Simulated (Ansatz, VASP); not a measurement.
# B2W: VASP beside Ansatz

The input INCAR:

```
PREC = Accurate
ENCUT = 520
EDIFF = 1E-8
ISMEAR = -1
SIGMA = 0.05
LREAL = False
LASPH = True
NELM = 100
ALGO = Normal
ISIF = 2
LWAVE = False
LCHARG = False
LEFG = True
NBANDS = 17
```

The input KPOINTS:

```
Automatic mesh
0
Gamma
  14 14 12
```

POSCAR

```
B2W
1.0
    3.0200014205      0.0000000000      0.0000000000
   -1.5100007103      2.6153979496      0.0000000000
    0.0000000000      0.0000000000      3.0500000000
B W
2 1
Direct
    0.3333333333      0.6666666667      0.5000000000
    0.6666666667      0.3333333333      0.5000000000
    0.0000000000      0.0000000000      0.0000000000
```

Input for Ansatz:

```yaml
crystal:
  lattice:
    - [3.0200014205, 0.0, 0.0]
    - [-1.5100007103, 2.6153979496, 0.0]
    - [0.0, 0.0, 3.05]
  atoms:
    - { symbol: B, position: [0.3333333333, 0.6666666667, 0.5] }
    - { symbol: B, position: [0.6666666667, 0.3333333333, 0.5] }
    - { symbol: W, position: [0.0, 0.0, 0.0] }
kpoints:
  mp_grid: { grid: [14, 14, 12] }
  band_path:
    path:
      - [0.0, 0.0, 0.0]
      - [0.5, 0.0, 0.0]
      - [0.3333333333, 0.3333333333, 0.0]
      - [0.0, 0.0, 0.0]
      - [0.0, 0.0, 0.5]
      - [0.5, 0.0, 0.5]
      - [0.3333333333, 0.3333333333, 0.5]
      - [0.0, 0.0, 0.5]
      - [0.5, 0.0, 0.5]
    npoints: 8
scf:
  occupations: { method: fermi_dirac, width: 0.05 }
hamiltonian:
  xc: lda
  pseudopotentials: { kind: all_electron, datasets: crystal }
output:
  forces: true
  stress: true
  eigenvalues: true
  efg: { contact_densities: true }
```

Alike in both runs: task electric field gradients; functional LDA; k mesh 14 × 14 × 12; occupations fermi-dirac, width 0.05 eV; no spin polarisation.

```csv
,VASP,Ansatz
version,VASP 6.6.1,Ansatz 0.2.0
potentials or method,"VASP PAW LDA potentials, release 64 (B, W_sv), cutoff 520 eV","all-electron PAW with datasets made for the crystal, scalar-relativistic"
```

|  | VASP | Ansatz | Ansatz less VASP |
| --- | --- | --- | --- |
| pressure (GPa) | 24.3 | 22.1 | -2.21 |
| traceless stress, the component that is largest in VASP (GPa) | 11.25 | 11.01 | -0.244 |
| size of Vzz on the site where it differs most (V/Å²) | 15.5 | 37.2 | +21.69 |

LDA's correlation is that of Perdew and Zunger in VASP and of Perdew and Wang (1992) in Ansatz. Ansatz ran all-electron here, and VASP with PAW potentials.

Neither program's run includes spin-orbit coupling.
